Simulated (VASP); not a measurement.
The system is Hg3Pt.

```
Hg Pt
1.0
     4.34422    0.00000    0.00000
     0.00000    4.34422    0.00000
     0.00000    0.00000    4.34422
Hg Pt
3 1
Direct
  0.00000 0.50000 0.50000
  0.50000 0.00000 0.50000
  0.50000 0.50000 0.00000
  0.00000 0.00000 0.00000
```

- Program: VASP 6.6.1
- Task: relaxation of cell and atoms
- Functional: LDA
- Potentials or basis: VASP PAW LDA potentials, release 64 (Hg, Pt)
- Cutoff: 600 eV
- k mesh: 5 × 5 × 5
- Occupations: methfessel-paxton, width 0.15 eV
- Spin: no spin polarisation

At the start: pressure -9.8 GPa; volume 20.50 Å³/atom.

Question: How do energy, volume and symmetry change on relaxing?

Answer: Over 4 steps the energy falls by 67.6 meV/atom and the volume is 18.54 Å³/atom (-9.5 %); space group Pm-3m (No. 221, to 0.1 Å) before and after.

The path:
```
step  energy change (eV)  largest force (eV/Å)  pressure (GPa)  volume (Å³)
   1              0.0000                0.0000           -9.84        81.99
   2              0.0033                0.0000           15.49        67.94
   3             -0.2703                0.0000           -0.24        74.32
   4             -0.2704                0.0000            0.06        74.17
```

Final structure:
```cif
data_structure
_symmetry_space_group_name_H-M 'P 1'
_symmetry_Int_Tables_number 1
_cell_length_a 4.2015
_cell_length_b 4.2015
_cell_length_c 4.2015
_cell_angle_alpha 90.000
_cell_angle_beta 90.000
_cell_angle_gamma 90.000
_cell_volume 74.17
loop_
_atom_site_label
_atom_site_type_symbol
_atom_site_fract_x
_atom_site_fract_y
_atom_site_fract_z
_atom_site_occupancy
Hg1 Hg 0.00000 0.50000 0.50000 1
Hg2 Hg 0.50000 0.00000 0.50000 1
Hg3 Hg 0.50000 0.50000 0.00000 1
Pt1 Pt 0.00000 0.00000 0.00000 1
```
